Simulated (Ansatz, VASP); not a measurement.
# Two plane-wave programs on Sn2F

```
Sn F
1.0
     0.00000    3.27720    3.27720
     3.27720    0.00000    3.27720
     3.27720    3.27720    0.00000
Sn F
2 1
Direct
  0.25000 0.25000 0.25000
  0.75000 0.75000 0.75000
  0.50000 0.50000 0.50000
```

Alike in both runs: functional PBE; k mesh 4 × 4 × 4; occupations gaussian, width 0.1 eV; no spin polarisation.

Ansatz relaxed the structure, and its values are those at the end. VASP's run is a single point on that final structure, the one shown.

```csv
,VASP,Ansatz
version,VASP 6.6.1,Ansatz 0.2.0
potentials or method,"VASP PAW PBE potentials, release 64 (Sn_d, F), cutoff 520 eV","scalar-relativistic, plane waves, PAW"
valence electrons in the cell,35,35
```

```tsv
	VASP	Ansatz	Ansatz less VASP
gap on the k mesh at the Fermi level (eV)	none	none	-
pressure (GPa)	-0.3	-0.1	+0.14
```

A gap of «none» marks a metal or a gap that the smearing closes.

The k mesh is coarse, so the values compare programs but aren't converged.
